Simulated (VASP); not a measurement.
Set up this calculation in VASP 6.6.1, as the native input.

- Task: single point
- Functional: r2SCAN
- Potentials or basis: VASP PAW PBE potentials, release 64 (Na_pv, H)
- Cutoff: 520 eV
- k mesh: 8 × 8 × 8
- Occupations: gaussian, width 0.01 eV
- Spin: no spin polarisation
- Dipole correction: no
- Further INCAR settings: ALGO = Normal; EDIFF = 1e-07; NBANDS = 11

NaH:

```
CELL_PARAMETERS angstrom
0.00000 2.44453 2.44453
2.44453 0.00000 2.44453
2.44453 2.44453 0.00000
ATOMIC_POSITIONS crystal
Na 0.00000 0.00000 0.00000
H 0.50000 0.50000 0.50000
```

This cell differs from its parent crystal: volume changed by +6%.

These files were run (other wordings do the same):

POSCAR

```
NaH
1.0
    0.0000000000      2.4445342654      2.4445342654
    2.4445342654      0.0000000000      2.4445342654
    2.4445342654      2.4445342654      0.0000000000
Na H
1 1
Direct
    0.0000000000      0.0000000000      0.0000000000
    0.5000000000      0.5000000000      0.5000000000
```

INCAR.step1

```
SYSTEM = NaH
PREC     = Accurate       ! precision mode
ENCUT    = 520            ! plane-wave cutoff, eV
ISMEAR   = 0              ! smearing method
SIGMA    = 0.01           ! smearing width, eV
LREAL    = .False.        ! projectors in reciprocal space
LASPH    = .True.         ! aspherical terms in the spheres
NELM     = 80             ! most SCF steps
NBANDS   = 11             ! bands
GGA      = PE             ! functional
ALGO     = Normal         ! electronic algorithm
EDIFF    = 1E-4           ! SCF threshold, eV
LWAVE    = .True.         ! write WAVECAR
LCHARG   = .False.        ! write CHGCAR
```

INCAR.step2

```
SYSTEM = NaH
PREC     = Accurate       ! precision mode
ENCUT    = 520            ! plane-wave cutoff, eV
EDIFF    = 1E-7           ! SCF threshold, eV
ISMEAR   = 0              ! smearing method
SIGMA    = 0.01           ! smearing width, eV
LREAL    = .False.        ! projectors in reciprocal space
LASPH    = .True.         ! aspherical terms in the spheres
NELM     = 80             ! most SCF steps
ALGO     = Normal         ! electronic algorithm
ISIF     = 2              ! what is computed and relaxed
LWAVE    = .False.        ! write WAVECAR
LCHARG   = .False.        ! write CHGCAR
METAGGA  = R2SCAN         ! meta-GGA
LMIXTAU  = .True.       
NBANDS   = 11             ! bands
ISTART   = 1
```

KPOINTS

```
regular mesh
0
Gamma
  8 8 8
  0 0 0
```

Potentials or basis: VASP PAW PBE potentials, release 64 (Na_pv, H).

Command:

```sh
$ cat potpaw_PBE.64/Na_pv/POTCAR potpaw_PBE.64/H/POTCAR > POTCAR
$ cp INCAR.step1 INCAR
$ mpirun -np 1 vasp_std > vasp.out
$ cp INCAR.step2 INCAR
$ mpirun -np 1 vasp_std > vasp.out
```

Results of the run:

```json
{
  "Pressure": "-1.4 GPa",
  "Band gap on the k mesh": "4.31 eV, indirect (least direct gap 5.12 eV)"
}
```

Caveat: the PAW data sets were made with another functional, which shifts forces and pressure a little.

Wall time 88 s on 1 thread of AMD EPYC 7R13 (shared host), peak memory 0.13 GiB.
